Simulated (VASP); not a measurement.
Write the native input for VASP 6.6.1 that does the following.

- Task: single point
- Functional: PBEsol
- Potentials or basis: VASP PAW PBE potentials, release 64 (Cr_pv, O)
- Cutoff: 520 eV
- k mesh: 6 × 6 × 9
- Occupations: fermi-dirac, width 0.05 eV
- Spin: collinear spin, ferromagnetic start
- Starting moments: [1.62, 1.3, 0.0, 0.0, 0.0, 0.0] μB
- Dipole correction: no
- Further INCAR settings: ALGO = Normal; EDIFF = 1e-06; NBANDS = 37

The structure of CrO2 lies in POSCAR:

```
CrO2
1.0
    4.4210000000      0.0000000000      0.0000000000
    0.0000000000      4.4210000000      0.0000000000
    0.0000000000      0.0000000000      2.9170000000
Cr O
2 4
Direct
    0.5000000000      0.5000000000      0.5000000000
    0.0000000000      0.0000000000      0.0000000000
    0.8010000000      0.1990000000      0.5000000000
    0.6990000000      0.6990000000      0.0000000000
    0.1990000000      0.8010000000      0.5000000000
    0.3010000000      0.3010000000      0.0000000000
```

The input as run:

INCAR

```
SYSTEM = CrO2
  PREC = Accurate
  ENCUT = 520
  EDIFF = 1E-6
  ISMEAR = -1
  SIGMA = 0.05
  LREAL = .False.
  LASPH = .True.
  NELM = 150
  ALGO = Normal
  ISIF = 2
  LWAVE = .False.
  LCHARG = .False.
  ISPIN = 2
  MAGMOM = 1.62 1.3 0 0 0 0
  LORBIT = 11
  LMAXMIX = 4
  GGA = PS
  NBANDS = 37
```

KPOINTS

```
regular mesh
0
Gamma
  6 6 9
  0 0 0
```

Potentials or basis: VASP PAW PBE potentials, release 64 (Cr_pv, O).

Launch:

```bash
$ cat potpaw_PBE.64/Cr_pv/POTCAR potpaw_PBE.64/O/POTCAR > POTCAR
$ mpirun -np 1 vasp_std > vasp.out
```

Results of the run:

```json
{"Pressure": "-5.9 GPa", "Largest force": "0.329 eV/Å", "Band gap on the k mesh": "zero (filled and empty bands overlap)", "Net moment": "4.00 μB per cell", "Site moments": "Cr +2.08; O -0.07 μB", "Valence electrons inside the program's atomic spheres": "Cr 10.87; O 5.01"}
```

Caveat: the cell stands under tension; the PAW data sets were made with another functional, which shifts forces and pressure a little; semilocal functionals often make such compounds metallic where correlation or magnetic order opens a gap, which also shifts bond lengths; the run started ferromagnetic, and an antiferromagnetic order may lie lower in energy.

Run time: 2 min on 1 thread of Intel(R) Xeon(R) 6975P-C (Granite Rapids), with other jobs on the host, peak memory 0.32 GiB.
